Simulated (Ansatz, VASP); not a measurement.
# One calculation of TaN, two programs

```
Ta N
1.0
     2.90387    0.00000    0.00000
    -1.45193    2.51482    0.00000
     0.00000    0.00000    2.85378
Ta N
1 1
Direct
  0.00000 0.00000 0.00000
  0.33333 0.66667 0.50000
```

Alike in both runs: functional PBEsol; dispersion D3(BJ); k mesh 18 × 18 × 14; occupations gaussian, width 0.1 eV; no spin polarisation.

Ansatz relaxed the structure, and its values are those at the end. VASP's run is a single point on that final structure, the one shown.

```csv
,VASP,Ansatz
version,VASP 6.6.1,Ansatz 0.2.0
potentials or method,"VASP PAW PBE potentials, release 64 (Ta_pv, N), cutoff 520 eV","scalar-relativistic, plane waves, PAW"
valence electrons in the cell,16,18
```

VASP gave:

| Property | Result |
| --- | --- |
| gap on the k mesh at the Fermi level (eV) | none |
| pressure (GPa) | 1.0 |

Estimate Ansatz's values.

gap on the k mesh at the Fermi level (eV): none; pressure (GPa): 0.0.

VASP's potentials were made for PBE, not for PBEsol, and Ansatz warns of the same on its side. A gap of «none» marks a metal or a gap that the smearing closes. VASP's potentials hold 16 valence electrons a cell and Ansatz's 18, so a difference there can come from the potentials and not from the codes.

Neither program's run includes spin-orbit coupling.
